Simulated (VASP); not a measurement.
Input of a VASP 6.6.1 run:

Contents of INCAR:

```
PREC     = Accurate       # precision mode
ENCUT    = 520            # plane-wave cutoff, eV
EDIFF    = 1E-7           # SCF threshold, eV
ISMEAR   = -1             # smearing method
SIGMA    = 0.05           # smearing width, eV
LREAL    = False          # projectors in reciprocal space
LASPH    = True           # aspherical terms in the spheres
NELM     = 80             # most SCF steps
ALGO     = Normal         # electronic algorithm
ISIF     = 2              # what is computed and relaxed
LWAVE    = False          # write WAVECAR
LCHARG   = False          # write CHGCAR
GGA      = PE             # functional
NBANDS   = 22             # bands
```

The input KPOINTS:

```
Automatic mesh
0
Gamma
  6 6 6
```

Contents of POSCAR:

```
InSb3
1.0
    4.8122406252      0.0000000000      0.0000000000
    0.0000000000      4.8122406252      0.0000000000
    0.0000000000      0.0000000000      4.8122406252
Sb In
3 1
Direct
    0.5000000000      0.5000000000      0.0000000000
    0.0000000000      0.5000000000      0.5000000000
    0.5000000000      0.0000000000      0.5000000000
    0.0000000000      0.0000000000      0.0000000000
```

Potentials or basis: VASP PAW PBE potentials, release 64 (Sb, In_d).

Launch:

```bash
$ cat potpaw_PBE.64/Sb/POTCAR potpaw_PBE.64/In_d/POTCAR > POTCAR
$ mpirun -np 1 vasp_std > vasp.out
```

What does it give for the pressure?

-0.1 GPa.

What does it give for the band gap on the k mesh?

Zero (bands 14 and 15 overlap by 4.60 eV).

Caveat: spin-orbit coupling is left out, which moves the levels of the heavy elements.
